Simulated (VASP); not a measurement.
# Co (Fm-3m) in VASP: further runs, part 2 of 2

VASP 6.6.1. The steps go on from the part before.

## 3. Single point, LDA (volume scaled by 0.92)

Contents of INCAR:

```
SYSTEM = Co
PREC = Accurate ; ENCUT = 520
EDIFF = 1E-6 ; ISMEAR = -1
SIGMA = 0.1 ; LREAL = .FALSE.
LASPH = .TRUE. ; NELM = 100
ALGO = Normal ; ISIF = 2
LWAVE = .FALSE. ; LCHARG = .FALSE.
NBANDS = 10
```

Contents of KPOINTS:

```
regular mesh
0
G
  18 18 18
  0 0 0
```

Contents of POSCAR:

```
Co
1.0
    0.0000000000      1.6413502762      1.6413502762
    1.6413502762      0.0000000000      1.6413502762
    1.6413502762      1.6413502762      0.0000000000
Co
1
Direct
    0.0000000000      0.0000000000      0.0000000000
```

Potentials or basis: VASP PAW LDA potentials, release 64 (Co).

On the command line:

```sh
$ cat potpaw_LDA.64/Co/POTCAR > POTCAR
$ mpirun -np 1 vasp_std > vasp.out
```

OUTCAR:

```text
SYSTEM = Co
   PREC = Accurate
   ENCUT = 520
   EDIFF = 1E-6
   ISMEAR = -1
   LREAL = .FALSE.
   LASPH = .TRUE.
   NELM = 100
   ISIF = 2

 ion  position               nearest neighbor table
   1  0.000  0.000  0.000-

  LATTYP: Found a face centered cubic cell.
 ALAT       =     3.2827005524

  Lattice vectors:

 A1 = (   0.0000000000,   1.6413502762,   1.6413502762)
 A2 = (   1.6413502762,   0.0000000000,   1.6413502762)
 A3 = (   1.6413502762,   1.6413502762,   0.0000000000)

Analysis of symmetry for initial positions (statically):
=====================================================================
 Subroutine PRICEL returns:
 Original cell was already a primitive cell.

 Routine SETGRP: Setting up the symmetry group for a
 face centered cubic supercell.

 Subroutine GETGRP returns: Found 48 space group operations
 (whereof 48 operations were pure point group operations)
 out of a pool of 48 trial point group operations.

The static configuration has the point symmetry O_h .

Analysis of symmetry for dynamics (positions and initial velocities):
=====================================================================
 Subroutine PRICEL returns:
 Original cell was already a primitive cell.

 Routine SETGRP: Setting up the symmetry group for a
 face centered cubic supercell.

 Subroutine GETGRP returns: Found 48 space group operations
 (whereof 48 operations were pure point group operations)
 out of a pool of 48 trial point group operations.

The dynamic configuration has the point symmetry O_h .

 Subroutine INISYM returns: Found 48 space group operations
 (whereof 48 operations are pure point group operations),
 and found     1 'primitive' translations

----------------------------------------------------------------------------------------

                                     Primitive cell

[... 105 lines left out ...]
   IALGO  =     38    algorithm
   IMIX   =      4    mixing-type and parameters
     AMIX     =   0.40;   BMIX     =  1.00
     AMIX_MAG =   1.60;   BMIX_MAG =  1.00
  volume/ion in A,a.u.               =       8.84        59.68
  Fermi-wavevector in a.u.,A,eV,Ry     =   1.646687  3.111787 36.893261  2.711578
  Thomas-Fermi vector in A             =   2.736273
   LORBIT       =      0    0 simple, 1 ext, 2 COOP (PROOUT), +10 PAW based schemes
   GGA     = CA    functional components
   LHFCALC =     F    Hartree Fock is set to
   AEXX    =    0.0000 exact exchange contribution
   IVDW    =     0    specifies the selected vdW correction
   LEPSILON=     F    determine dielectric tensor
   LRPA    =     F    only Hartree local field effects (RPA)
 non-spin polarized calculation
  energy-cutoff  :      520.00
  volume of cell :        8.84
 maximum number of plane-waves:       259
 NGX is ok and might be reduce to    18
   NGX =  9   NGY =  9   NGZ =  9

 number of electron       8.9999996 magnetization

 Free energy of the ion-electron system (eV)
  ---------------------------------------------------
  ext. energy  EPLUGINS =         0.00000000
  ---------------------------------------------------
  free energy    TOTEN  =        -8.02822915 eV

  energy without entropy =       -7.96901807  energy(sigma->0) =       -7.99862361

 E-fermi :  13.2347     XC(G=0): -14.9969

 val. band max:       13.2322827508   @ k =  -0.3333   0.1667   0.0556
 cond. band min:      13.2518558693   @ k =   0.5000   0.2222   0.1111
 fundamental gap:      0.0195731185
 Fermi energy:        13.2347306065

 k-point     1 :       0.0000    0.0000    0.0000
  band No.  band energies     occupation
      1       3.1111      2.00000
      2      10.7926      2.00000
      3      10.7926      2.00000
      4      10.7926      2.00000
      5      12.5362      1.99815
      6      12.5362      1.99815
      7      37.9516      0.00000
      8      44.0252      0.00000
      9      44.0252      0.00000
     10      44.0252      0.00000
[... 287 lines left out ...]
 k-point    24 :      -0.2222    0.0556    0.0000
  band No.  band energies     occupation
      1       5.6190      2.00000
      2      10.1707      2.00000
      3      11.0997      2.00000
      4      11.1808      2.00000
      5      12.3840      1.99960
      6      12.8985      1.93300
      7      31.2484      0.00000
      8      37.7498      0.00000
      9      41.8892      0.00000
     10      44.9286      0.00000

 [... further k-points ...]
[... 5 lines left out ...]
  --------------------------------------------------------------------------------------
  -------------------------------------------------------------------------------------
  Total        1.6698250      1.6698250      1.6698250      0.0000000     -0.0000000     -0.0000000
  in kB      302.5155731    302.5155731    302.5155731      0.0000000     -0.0000000     -0.0000000
  external PRESSURE =     302.5155731 kB  Pullay stress =       0.0000000 kB

 VOLUME and BASIS-vectors are now :
 -----------------------------------------------------------------------------
  energy-cutoff  :      520.00
  volume of cell :        8.84
      direct lattice vectors                 reciprocal lattice vectors
     0.000000000  1.641350276  1.641350276    -0.304627237  0.304627237  0.304627237
     1.641350276  0.000000000  1.641350276     0.304627237 -0.304627237  0.304627237
     1.641350276  1.641350276  0.000000000     0.304627237  0.304627237 -0.304627237

 POSITION                                       TOTAL-FORCE (eV/Angst)
 -----------------------------------------------------------------------------------
      0.00000      0.00000      0.00000         0.000000     -0.000000      0.000000
 -----------------------------------------------------------------------------------
    total drift:                                0.000000     -0.000000     -0.000000

  FREE ENERGIE OF THE ION-ELECTRON SYSTEM (eV)
  ---------------------------------------------------
  free  energy   TOTEN  =        -8.0282291470 eV

  energy  without entropy=       -7.9690180713  energy(sigma->0) =       -7.99862361
```

OSZICAR:

```text
N       E                     dE             d eps       ncg     rms          rms(c)
DAV:   1     0.217038794086E+02    0.21704E+02   -0.41528E+03  3950   0.113E+03
DAV:   2    -0.857028866656E+01   -0.30274E+02   -0.28752E+02  4006   0.159E+02
DAV:   3    -0.929297053658E+01   -0.72268E+00   -0.71972E+00  4380   0.305E+01
DAV:   4    -0.930112979749E+01   -0.81593E-02   -0.81572E-02  4468   0.283E+00
DAV:   5    -0.930132901144E+01   -0.19921E-03   -0.19921E-03  4786   0.403E-01    0.130E+01
DAV:   6    -0.818109381726E+01    0.11202E+01   -0.11182E+01  4362   0.535E+01    0.306E+00
DAV:   7    -0.805551088499E+01    0.12558E+00   -0.84238E-01  4364   0.146E+01    0.195E+00
DAV:   8    -0.803095700394E+01    0.24554E-01   -0.20912E-02  5758   0.137E+00    0.540E-01
DAV:   9    -0.802821705947E+01    0.27399E-02   -0.15675E-03  5718   0.317E-01    0.468E-02
DAV:  10    -0.802822712532E+01   -0.10066E-04   -0.20414E-05  5680   0.402E-02    0.266E-02
DAV:  11    -0.802822914377E+01   -0.20185E-05   -0.35243E-07  2708   0.844E-03    0.324E-03
DAV:  12    -0.802822914704E+01   -0.32644E-08   -0.22496E-08  2078   0.158E-03
   1 F= -.80282291E+01 E0= -.79986236E+01  d E =-.592111E-01
```

stdout:

```text
POSCAR found type information on POSCAR Co
 POSCAR found :  1 types and       1 ions
 scaLAPACK will be used
 LDA part: xc-table for (Slater(with rela. corr.)+CA(PZ))
 , standard interpolation
 POSCAR, INCAR and KPOINTS ok, starting setup
 FFT: planning ... GRIDC
 FFT: planning ... GRID_SOFT
 FFT: planning ... GRID
 WAVECAR not read
 entering main loop
```

Run time: 10 s. Hardware: 1 thread of Intel Xeon Platinum 8375C at 2.90GHz (Ice Lake), shared host; peak memory 0.13 GiB.

What came out:

* Free energy: -8.0282 eV
* Pressure: 30.3 GPa

Levels at points of the mesh, in eV from the Fermi level:
```tsv
k point	band 1	band 2	band 3	band 4	band 5	band 6	band 7	band 8	band 9
(0.00, 0.00, 0.00)	-10.12	-2.44	-2.44	-2.44	-0.70	-0.70	24.72	30.79	30.79
(0.50, 0.00, 0.00)	-5.89	-2.52	-2.52	-0.24	0.44	0.44	8.63	23.26	28.88
(0.50, 0.50, 0.00)	-5.99	-5.23	0.44	0.72	0.72	3.11	12.41	17.25	17.25
```

Caveat: the run has no spin polarisation, though such a crystal can be magnetic. Spin polarisation is off, so any magnetic state and its effect on volume and gap are missing.

## 4. Single point, LDA (volume scaled by 0.96)

Contents of INCAR:

```
PREC     = Accurate       # precision mode
ENCUT    = 520            # plane-wave cutoff, eV
EDIFF    = 1E-6           # SCF threshold, eV
ISMEAR   = -1             # smearing method
SIGMA    = 0.1            # smearing width, eV
LREAL    = False          # projectors in reciprocal space
LASPH    = True           # aspherical terms in the spheres
NELM     = 100            # most SCF steps
ALGO     = Normal         # electronic algorithm
ISIF     = 2              # what is computed and relaxed
LWAVE    = False          # write WAVECAR
LCHARG   = True           # write CHGCAR
GGA      = CA             # functional
LELF     = True           # ELF
LVHAR    = True         
NBANDS   = 10             # bands
```

Contents of KPOINTS:

```
Automatic mesh
0
Gamma
  18 18 18
```

Contents of POSCAR:

```
Co
1.0
    0.0000000000      1.6648013056      1.6648013056
    1.6648013056      0.0000000000      1.6648013056
    1.6648013056      1.6648013056      0.0000000000
Co
1
Direct
    0.0000000000      0.0000000000      0.0000000000
```

Potentials or basis: VASP PAW LDA potentials, release 64 (Co).

On the command line:

```sh
$ cat potpaw_LDA.64/Co/POTCAR > POTCAR
$ mpirun -np 1 vasp_std > vasp.out
```

OUTCAR:

```text
PREC = Accurate
   ENCUT = 520
   EDIFF = 1E-6
   ISMEAR = -1
   LREAL = False
   LASPH = True
   NELM = 100
   ISIF = 2
   GGA = CA

 ion  position               nearest neighbor table
   1  0.000  0.000  0.000-

  LATTYP: Found a face centered cubic cell.
 ALAT       =     3.3296026112

  Lattice vectors:

 A1 = (   0.0000000000,   1.6648013056,   1.6648013056)
 A2 = (   1.6648013056,   0.0000000000,   1.6648013056)
 A3 = (   1.6648013056,   1.6648013056,   0.0000000000)

Analysis of symmetry for initial positions (statically):
=====================================================================
 Subroutine PRICEL returns:
 Original cell was already a primitive cell.

 Routine SETGRP: Setting up the symmetry group for a
 face centered cubic supercell.

 Subroutine GETGRP returns: Found 48 space group operations
 (whereof 48 operations were pure point group operations)
 out of a pool of 48 trial point group operations.

The static configuration has the point symmetry O_h .

Analysis of symmetry for dynamics (positions and initial velocities):
=====================================================================
 Subroutine PRICEL returns:
 Original cell was already a primitive cell.

 Routine SETGRP: Setting up the symmetry group for a
 face centered cubic supercell.

 Subroutine GETGRP returns: Found 48 space group operations
 (whereof 48 operations were pure point group operations)
 out of a pool of 48 trial point group operations.

The dynamic configuration has the point symmetry O_h .

 Subroutine INISYM returns: Found 48 space group operations
 (whereof 48 operations are pure point group operations),
 and found     1 'primitive' translations

----------------------------------------------------------------------------------------

                                     Primitive cell

  volume of cell :       9.2282

  direct lattice vectors                    reciprocal lattice vectors
     0.000000000  1.664801306  1.664801306    -0.300336141  0.300336141  0.300336141
     1.664801306  0.000000000  1.664801306     0.300336141 -0.300336141  0.300336141
     1.664801306  1.664801306  0.000000000     0.300336141  0.300336141 -0.300336141

  length of vectors
     2.354384585  2.354384585  2.354384585     0.520197456  0.520197456  0.520197456

  position of ions in fractional coordinates (direct lattice)
     0.000000000  0.000000000  0.000000000

  ion indices of the primitive-cell ions
   primitive index   ion index
                 1           1

----------------------------------------------------------------------------------------

 KPOINTS: Automatic mesh

Automatic generation of k-mesh.
 Grid dimensions read from file:
 generate k-points for:   18   18   18

 Generating k-lattice:

  Cartesian coordinates                     Fractional coordinates (reciprocal lattice)
    -0.016685341  0.016685341  0.016685341     0.055555556  0.000000000  0.000000000
     0.016685341 -0.016685341  0.016685341     0.000000000  0.055555556  0.000000000
     0.016685341  0.016685341 -0.016685341     0.000000000  0.000000000  0.055555556

  Length of vectors
     0.028899859  0.028899859  0.028899859

  Shift w.r.t. Gamma in fractional coordinates (k-lattice)
     0.000000000  0.000000000  0.000000000

 Subroutine IBZKPT returns following result:
 ===========================================

 Found    195 irreducible k-points:

 Following reciprocal coordinates:
            Coordinates               Weight
  0.000000  0.000000  0.000000      1.000000
  0.055556  0.000000  0.000000      8.000000
  0.111111  0.000000  0.000000      8.000000
  0.166667  0.000000  0.000000      8.000000
  0.222222  0.000000  0.000000      8.000000
  0.277778  0.000000  0.000000      8.000000
[... 16 lines left out ...]
 -0.277778  0.055556  0.000000     24.000000
 -0.222222  0.055556  0.000000     24.000000
 [... further k-points ...]
   k-points           NKPTS =    195   k-points in BZ     NKDIM =    195   number of bands    NBANDS=     10
   number of dos      NEDOS =    301   number of ions     NIONS =      1
   total plane-waves  NPLWV =   5832
   dimension x,y,z NGX =    18 NGY =   18 NGZ =   18
   dimension x,y,z NGXF=    36 NGYF=   36 NGZF=   36
   ions per type =               1
   NGX,Y,Z   is equivalent  to a cutoff of  12.71, 12.71, 12.71 a.u.
   NGXF,Y,Z  is equivalent  to a cutoff of  25.42, 25.42, 25.42 a.u.
 SYSTEM =  unknown system
   PREC   = accura    normal or accurate (medium, high low for compatibility)
   ISTART =      0    job   : 0-new  1-cont  2-samecut
   ICHARG =      2    charge: 1-file 2-atom 10-const
   ISPIN  =      1    spin polarized calculation?
   LNONCOLLINEAR =      F non collinear calculations
   LSORBIT =      F    spin-orbit coupling
   LASPH  =      T    aspherical Exc in radial PAW
   ENCUT  =  520.0 eV  38.22 Ry    6.18 a.u.   4.38  4.38  4.38*2*pi/ulx,y,z
   NELM   =    100;   NELMIN=  2; NELMDL= -5     # of ELM steps
   EDIFF  = 0.1E-05   stopping-criterion for ELM
   LREAL  =      F    real-space projection
   EDIFFG = 0.1E-04   stopping-criterion for IOM
   NSW    =      0    number of steps for IOM
   IBRION =     -1    ionic relax: 0-MD 1-quasi-New 2-CG
   NFREE  =      0    steps in history (QN), initial steepest desc. (CG)
   ISIF   =      2    stress and relaxation
   ISYM   =      2    0-nonsym 1-usesym 2-fastsym
   POTIM  = 0.5000    time-step for ionic-motion
   TEBEG  =    0.0;   TEEND  =   0.0 temperature during run
   PSTRESS=    0.0 pullay stress
   NELECT =       9.0000    total number of electrons
   NUPDOWN=      -1.0000    fix difference up-down
   EMIN   =  10.00;   EMAX   =-10.00  energy-range for DOS
   EFERMI =   0.00;   METHOD = LEGACY
   ISMEAR =    -1;   SIGMA  =   0.10  broadening in eV -4-tet -1-fermi 0-gaus
   EFERMI_NEDOS =   21; number of points for ismear=-14 and -15
   IALGO  =     38    algorithm
   IMIX   =      4    mixing-type and parameters
     AMIX     =   0.40;   BMIX     =  1.00
     AMIX_MAG =   1.60;   BMIX_MAG =  1.00
  volume/ion in A,a.u.               =       9.23        62.27
  Fermi-wavevector in a.u.,A,eV,Ry     =   1.623491  3.067953 35.861196  2.635724
  Thomas-Fermi vector in A             =   2.716933
   LORBIT       =      0    0 simple, 1 ext, 2 COOP (PROOUT), +10 PAW based schemes
   GGA     = CA    functional components
   LHFCALC =     F    Hartree Fock is set to
   AEXX    =    0.0000 exact exchange contribution
   IVDW    =     0    specifies the selected vdW correction
   LEPSILON=     F    determine dielectric tensor
   LRPA    =     F    only Hartree local field effects (RPA)
 non-spin polarized calculation
  energy-cutoff  :      520.00
  volume of cell :        9.23
 maximum number of plane-waves:       265
 NGX is ok and might be reduce to    18
   NGX =  9   NGY =  9   NGZ =  9

 number of electron       8.9999997 magnetization

 Free energy of the ion-electron system (eV)
  ---------------------------------------------------
  ext. energy  EPLUGINS =         0.00000000
  ---------------------------------------------------
  free energy    TOTEN  =        -8.07921386 eV

  energy without entropy =       -8.01567913  energy(sigma->0) =       -8.04744649

 E-fermi :  12.4556     XC(G=0): -14.7315

 val. band max:       12.4482532293   @ k =  -0.3889   0.5000   0.1111
 cond. band min:      12.4558166820   @ k =  -0.3333   0.1667   0.0556
 fundamental gap:      0.0075634527
 Fermi energy:        12.4555823505

 k-point     1 :       0.0000    0.0000    0.0000
  band No.  band energies     occupation
      1       2.6344      2.00000
      2      10.1643      2.00000
      3      10.1643      2.00000
      4      10.1643      2.00000
      5      11.8016      1.99711
      6      11.8016      1.99711
      7      36.8708      0.00000
      8      42.6029      0.00000
      9      42.6029      0.00000
     10      42.6029      0.00000

 k-point     2 :       0.0556    0.0000    0.0000
  band No.  band energies     occupation
      1       2.7743      2.00000
      2      10.1141      2.00000
      3      10.2039      2.00000
      4      10.2039      2.00000
      5      11.7824      1.99762
      6      11.7824      1.99762
      7      36.7340      0.00000
      8      41.0247      0.00000
      9      42.4702      0.00000
     10      42.4702      0.00000
[... 274 lines left out ...]
 k-point    24 :      -0.2222    0.0556    0.0000
  band No.  band energies     occupation
      1       5.0761      2.00000
      2       9.5761      2.00000
      3      10.4546      2.00000
      4      10.5311      2.00000
      5      11.6617      1.99929
      6      12.1423      1.91641
      7      29.9475      0.00000
      8      36.5140      0.00000
      9      40.4137      0.00000
     10      43.3468      0.00000

 [... further k-points ...]
[... 5 lines left out ...]
  --------------------------------------------------------------------------------------
  -------------------------------------------------------------------------------------
  Total        0.7428685      0.7428685      0.7428685      0.0000000      0.0000000      0.0000000
  in kB      128.9749257    128.9749257    128.9749257      0.0000000      0.0000000      0.0000000
  external PRESSURE =     128.9749257 kB  Pullay stress =       0.0000000 kB

 VOLUME and BASIS-vectors are now :
 -----------------------------------------------------------------------------
  energy-cutoff  :      520.00
  volume of cell :        9.23
      direct lattice vectors                 reciprocal lattice vectors
     0.000000000  1.664801306  1.664801306    -0.300336141  0.300336141  0.300336141
     1.664801306  0.000000000  1.664801306     0.300336141 -0.300336141  0.300336141
     1.664801306  1.664801306  0.000000000     0.300336141  0.300336141 -0.300336141

 POSITION                                       TOTAL-FORCE (eV/Angst)
 -----------------------------------------------------------------------------------
      0.00000      0.00000      0.00000         0.000000      0.000000     -0.000000
 -----------------------------------------------------------------------------------
    total drift:                                0.000000     -0.000000     -0.000000

  FREE ENERGIE OF THE ION-ELECTRON SYSTEM (eV)
  ---------------------------------------------------
  free  energy   TOTEN  =        -8.0792138587 eV

  energy  without entropy=       -8.0156791269  energy(sigma->0) =       -8.04744649
```

Wall time 10 s (1 thread of Intel Xeon Platinum 8375C at 2.90GHz (Ice Lake), shared host); peak memory 0.13 GiB.

What came out:

- Free energy: -8.0792 eV
- Pressure: 12.9 GPa

Caveat: the run has no spin polarisation, though such a crystal can be magnetic. Spin polarisation is off, so any magnetic state and its effect on volume and gap are missing.

## 5. The runs side by side

```tsv
cell	gap on the mesh (eV)	pressure (GPa)
a = 2.287 Å, angles 60.0°, 1 atom	none	52.2
a = 2.321 Å, angles 60.0°, 1 atom	none	30.3
a = 2.354 Å, angles 60.0°, 1 atom	none	12.9
```

Alike in all rows: task single point; level LDA; potentials or basis VASP PAW LDA potentials, release 64 (Co); no spin polarisation; k mesh 18 × 18 × 18; cutoff (eV) 520; smearing fermi-dirac 0.1 eV.

Caveats: the run has no spin polarisation, though such a crystal can be magnetic.

Total energies depend on the potentials used, so only differences within one code and one set of settings carry meaning.
